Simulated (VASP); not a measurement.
# Nb (I4/mmm) in VASP: a series of runs

Nb is run at these levels: PBEsol; tasks: single point.

Program: VASP 6.6.1. These are calculated values, not measurements. Logs are shortened: lines on timing, memory, paths and dates and some standing lists are left out, and cuts for length are marked.

### 1 The cell of the first run

Symmetry: I4/mmm, No. 139, tetragonal system. The conventional cell has a = 2.901 Å, b = 2.901 Å, c = 4.230 Å, α = 90.00°, β = 90.00°, γ = 90.00°. Within 3.8 Å of Nb (site symmetry 4/mmm) lie 12 Nb at 2.90 to 2.95 Å.

### 2 Single point, PBEsol (equal xx and yy strain of -3 %)

INCAR reads:

```
ALGO = Normal ; EDIFF = 1E-7
ENCUT = 520 ; GGA = PS
ISIF = 2 ; ISMEAR = -1
LASPH = T ; LCHARG = F
LREAL = F ; LWAVE = F
NBANDS = 12 ; NELM = 100
PREC = Accurate ; SIGMA = 0.08
```

KPOINTS reads:

```
k-points
0
Gamma
  13 13 13
```

POSCAR reads:

```
Nb
1.0
    0.0000000000      2.0515500000      2.1150000000
    2.0515500000      0.0000000000      2.1150000000
    2.0515500000      2.0515500000      0.0000000000
Nb
1
Direct
    0.0000000000      0.0000000000      0.0000000000
```

Potentials or basis: VASP PAW PBE potentials, release 64 (Nb_sv).

Started as:

```bash
$ cat potpaw_PBE.64/Nb_sv/POTCAR > POTCAR
$ mpirun -np 1 vasp_std > vasp.out
```

OUTCAR:

```text
EDIFF = 1E-7
   ENCUT = 520
   GGA = PS
   ISIF = 2
   ISMEAR = -1
   LASPH = T
   LREAL = F
   NELM = 100
   PREC = Accurate

 ion  position               nearest neighbor table
   1  0.000  0.000  0.000-

  LATTYP: Found a body centered tetragonal cell.
 ALAT       =     2.9013298339
 C/A-ratio  =     1.4579521262

  Lattice vectors:

 A1 = (  -2.0515500000,   0.0000000000,   2.1150000000)
 A2 = (   2.0515500000,   0.0000000000,   2.1150000000)
 A3 = (   0.0000000000,   2.0515500000,  -2.1150000000)

Analysis of symmetry for initial positions (statically):
=====================================================================
 Subroutine PRICEL returns:
 Original cell was already a primitive cell.

 Routine SETGRP: Setting up the symmetry group for a
 body centered tetragonal supercell.

 Subroutine GETGRP returns: Found 16 space group operations
 (whereof 16 operations were pure point group operations)
 out of a pool of 16 trial point group operations.

The static configuration has the point symmetry D_4h.

Analysis of symmetry for dynamics (positions and initial velocities):
=====================================================================
 Subroutine PRICEL returns:
 Original cell was already a primitive cell.

 Routine SETGRP: Setting up the symmetry group for a
 body centered tetragonal supercell.

 Subroutine GETGRP returns: Found 16 space group operations
 (whereof 16 operations were pure point group operations)
 out of a pool of 16 trial point group operations.

The dynamic configuration has the point symmetry D_4h.

 Subroutine INISYM returns: Found 16 space group operations
 (whereof 16 operations are pure point group operations),
 and found     1 'primitive' translations

----------------------------------------------------------------------------------------

                                     Primitive cell

  volume of cell :      17.8035

  direct lattice vectors                    reciprocal lattice vectors
     0.000000000  2.051550000  2.115000000    -0.243718164  0.243718164  0.236406619
     2.051550000  0.000000000  2.115000000     0.243718164 -0.243718164  0.236406619
     2.051550000  2.051550000  0.000000000     0.243718164  0.243718164 -0.236406619

  length of vectors
     2.946537358  2.946537358  2.901329834     0.417953558  0.417953558  0.417953558

  position of ions in fractional coordinates (direct lattice)
     0.000000000  0.000000000  0.000000000

  ion indices of the primitive-cell ions
   primitive index   ion index
                 1           1

----------------------------------------------------------------------------------------

 KPOINTS: k-points

Automatic generation of k-mesh.
 Grid dimensions read from file:
 generate k-points for:   13   13   13

 Generating k-lattice:

  Cartesian coordinates                     Fractional coordinates (reciprocal lattice)
    -0.018747551  0.018747551  0.018185125     0.076923077  0.000000000  0.000000000
     0.018747551 -0.018747551  0.018185125     0.000000000  0.076923077  0.000000000
     0.018747551  0.018747551 -0.018185125     0.000000000  0.000000000  0.076923077

  Length of vectors
     0.032150274  0.032150274  0.032150274

  Shift w.r.t. Gamma in fractional coordinates (k-lattice)
     0.000000000  0.000000000  0.000000000

 Subroutine IBZKPT returns following result:
 ===========================================

 Found    196 irreducible k-points:

 Following reciprocal coordinates:
            Coordinates               Weight
  0.000000  0.000000  0.000000      1.000000
  0.076923  0.000000  0.000000      8.000000
  0.153846  0.000000  0.000000      8.000000
  0.230769  0.000000  0.000000      8.000000
  0.307692  0.000000  0.000000      8.000000
  0.384615  0.000000  0.000000      8.000000
[... 16 lines left out ...]
  0.384615  0.153846  0.000000      8.000000
  0.461538  0.153846  0.000000      8.000000
 [... further k-points ...]
   k-points           NKPTS =    196   k-points in BZ     NKDIM =    196   number of bands    NBANDS=     12
   number of dos      NEDOS =    301   number of ions     NIONS =      1
   total plane-waves  NPLWV =  13824
   dimension x,y,z NGX =    24 NGY =   24 NGZ =   24
   dimension x,y,z NGXF=    48 NGYF=   48 NGZF=   48
   ions per type =               1
   NGX,Y,Z   is equivalent  to a cutoff of  13.54, 13.54, 13.75 a.u.
   NGXF,Y,Z  is equivalent  to a cutoff of  27.08, 27.08, 27.50 a.u.
 SYSTEM =  unknown system
   PREC   = accura    normal or accurate (medium, high low for compatibility)
   ISTART =      0    job   : 0-new  1-cont  2-samecut
   ICHARG =      2    charge: 1-file 2-atom 10-const
   ISPIN  =      1    spin polarized calculation?
   LNONCOLLINEAR =      F non collinear calculations
   LSORBIT =      F    spin-orbit coupling
   LASPH  =      T    aspherical Exc in radial PAW
   ENCUT  =  520.0 eV  38.22 Ry    6.18 a.u.   5.48  5.48  5.39*2*pi/ulx,y,z
   NELM   =    100;   NELMIN=  2; NELMDL= -5     # of ELM steps
   EDIFF  = 0.1E-06   stopping-criterion for ELM
   LREAL  =      F    real-space projection
   EDIFFG = 0.1E-05   stopping-criterion for IOM
   NSW    =      0    number of steps for IOM
   IBRION =     -1    ionic relax: 0-MD 1-quasi-New 2-CG
   NFREE  =      0    steps in history (QN), initial steepest desc. (CG)
   ISIF   =      2    stress and relaxation
   ISYM   =      2    0-nonsym 1-usesym 2-fastsym
   POTIM  = 0.5000    time-step for ionic-motion
   TEBEG  =    0.0;   TEEND  =   0.0 temperature during run
   PSTRESS=    0.0 pullay stress
   NELECT =      13.0000    total number of electrons
   NUPDOWN=      -1.0000    fix difference up-down
   EMIN   =  10.00;   EMAX   =-10.00  energy-range for DOS
   EFERMI =   0.00;   METHOD = LEGACY
   ISMEAR =    -1;   SIGMA  =   0.08  broadening in eV -4-tet -1-fermi 0-gaus
   EFERMI_NEDOS =   21; number of points for ismear=-14 and -15
   IALGO  =     38    algorithm
   IMIX   =      4    mixing-type and parameters
     AMIX     =   0.40;   BMIX     =  1.00
     AMIX_MAG =   1.60;   BMIX_MAG =  1.00
  volume/ion in A,a.u.               =      17.80       120.14
  Fermi-wavevector in a.u.,A,eV,Ry     =   1.474193  2.785821 29.568804  2.173246
  Thomas-Fermi vector in A             =   2.588994
   LORBIT       =      0    0 simple, 1 ext, 2 COOP (PROOUT), +10 PAW based schemes
   GGA     = PS    functional components
   LHFCALC =     F    Hartree Fock is set to
   AEXX    =    0.0000 exact exchange contribution
   IVDW    =     0    specifies the selected vdW correction
   LEPSILON=     F    determine dielectric tensor
   LRPA    =     F    only Hartree local field effects (RPA)
 non-spin polarized calculation
  energy-cutoff  :      520.00
  volume of cell :       17.80
 maximum number of plane-waves:       505
 NGX is ok and might be reduce to    24
   NGX = 11   NGY = 11   NGZ = 11

 number of electron      13.0000000 magnetization

 Free energy of the ion-electron system (eV)
  ---------------------------------------------------
  ext. energy  EPLUGINS =         0.00000000
  ---------------------------------------------------
  free energy    TOTEN  =       -10.62669472 eV

  energy without entropy =      -10.59468591  energy(sigma->0) =      -10.61069031

 E-fermi :  11.5614     XC(G=0): -12.6918

 val. band max:       11.5591486698   @ k =  -0.3077   0.0000   0.0769
 cond. band min:      11.5624414271   @ k =   0.3846   0.0000   0.0769
 fundamental gap:      0.0032927573
 Fermi energy:        11.5613842508

 k-point     1 :       0.0000    0.0000    0.0000
  band No.  band energies     occupation
      1     -43.0589      2.00000
      2     -18.3647      2.00000
      3     -18.3547      2.00000
      4     -18.3547      2.00000
      5       5.2049      2.00000
      6      11.3995      1.76662
      7      11.7780      0.12499
      8      11.7780      0.12499
      9      14.1652      0.00000
     10      14.6922      0.00000
     11      23.4782      0.00000
     12      27.8210      0.00000

 k-point     2 :       0.0769    0.0000    0.0000
  band No.  band energies     occupation
      1     -43.0453      2.00000
      2     -18.4455      2.00000
      3     -18.3737      2.00000
      4     -18.3636      2.00000
      5       5.4388      2.00000
      6      11.3713      1.83005
      7      11.7283      0.22089
      8      11.8862      0.03390
      9      14.0832      0.00000
     10      14.5788      0.00000
     11      23.9504      0.00000
     12      27.4585      0.00000

 k-point     3 :       0.1538    0.0000    0.0000
  band No.  band energies     occupation
      1     -43.0075      2.00000
      2     -18.6831      2.00000
      3     -18.4078      2.00000
      4     -18.3883      2.00000
      5       6.0762      2.00000
      6      11.0595      1.99624
      7      11.8574      0.04827
      8      12.1317      0.00160
      9      13.9918      0.00000
     10      14.3780      0.00000
     11      24.9632      0.00000
     12      26.2792      0.00000
[... 286 lines left out ...]
 k-point    23 :       0.3846    0.1538    0.0000
  band No.  band energies     occupation
      1     -42.8549      2.00000
      2     -19.3946      2.00000
      3     -18.6495      2.00000
      4     -18.5729      2.00000
      5       8.1195      2.00000
      6      10.2890      2.00000
      7      11.0752      1.99542
      8      12.7770      0.00000
      9      15.6383      0.00000
     10      16.1991      0.00000
     11      24.2498      0.00000
     12      26.5769      0.00000

 k-point    24 :       0.4615    0.1538    0.0000
  band No.  band energies     occupation
      1     -42.8157      2.00000
      2     -19.5843      2.00000
      3     -18.7254      2.00000
      4     -18.5798      2.00000
      5       8.2120      2.00000
      6      10.3897      2.00000
      7      11.5289      1.20002
      8      12.5118      0.00001
      9      16.5789      0.00000
     10      17.0889      0.00000
     11      22.9321      0.00000
     12      25.2485      0.00000

 [... further k-points ...]

------------------------ aborting loop because EDIFF is reached ----------------------------------------

  FORCE on cell =-STRESS in cart. coord.  units (eV):
  Direction    XX          YY          ZZ          XY          YZ          ZX
  --------------------------------------------------------------------------------------
  -------------------------------------------------------------------------------------
  Total        0.0235714      0.0235714      0.9948406      0.0000000      0.0000000     -0.0000000
  in kB        2.1212435      2.1212435     89.5281311      0.0000000      0.0000000     -0.0000000
  external PRESSURE =      31.2568727 kB  Pullay stress =       0.0000000 kB

 VOLUME and BASIS-vectors are now :
 -----------------------------------------------------------------------------
  energy-cutoff  :      520.00
  volume of cell :       17.80
      direct lattice vectors                 reciprocal lattice vectors
     0.000000000  2.051550000  2.115000000    -0.243718164  0.243718164  0.236406619
     2.051550000  0.000000000  2.115000000     0.243718164 -0.243718164  0.236406619
     2.051550000  2.051550000  0.000000000     0.243718164  0.243718164 -0.236406619

 POSITION                                       TOTAL-FORCE (eV/Angst)
 -----------------------------------------------------------------------------------
      0.00000      0.00000      0.00000         0.000000      0.000000      0.000000
 -----------------------------------------------------------------------------------
    total drift:                                0.000000     -0.000000     -0.000000

  FREE ENERGIE OF THE ION-ELECTRON SYSTEM (eV)
  ---------------------------------------------------
  free  energy   TOTEN  =       -10.6266947213 eV

  energy  without entropy=      -10.5946859080  energy(sigma->0) =      -10.61069031
```

It took 27 s on 1 thread of AMD EPYC 9R14 (Zen 4), shared host; peak memory 0.13 GiB.

Results:

```yaml
Free_energy: -10.6267 eV
Pressure: 3.1 GPa
```

Stress tensor (GPa, compression positive):
```
0.21 0.00 0.00
0.00 0.21 0.00
0.00 0.00 8.95
```

Levels at points of the mesh, in eV from the Fermi level:
```csv
k point,band 3,band 4,band 5,band 6,band 7,band 8,band 9,band 10
"(0.00, 0.00, 0.00)",-29.92,-29.92,-6.36,-0.16,0.22,0.22,2.60,3.13
```

Caveat: the cell differs from its parent crystal (equal xx and yy strain of -3 %); the PAW data sets were made with another functional, which shifts forces and pressure a little.

(Continued in part 2 of 3.)
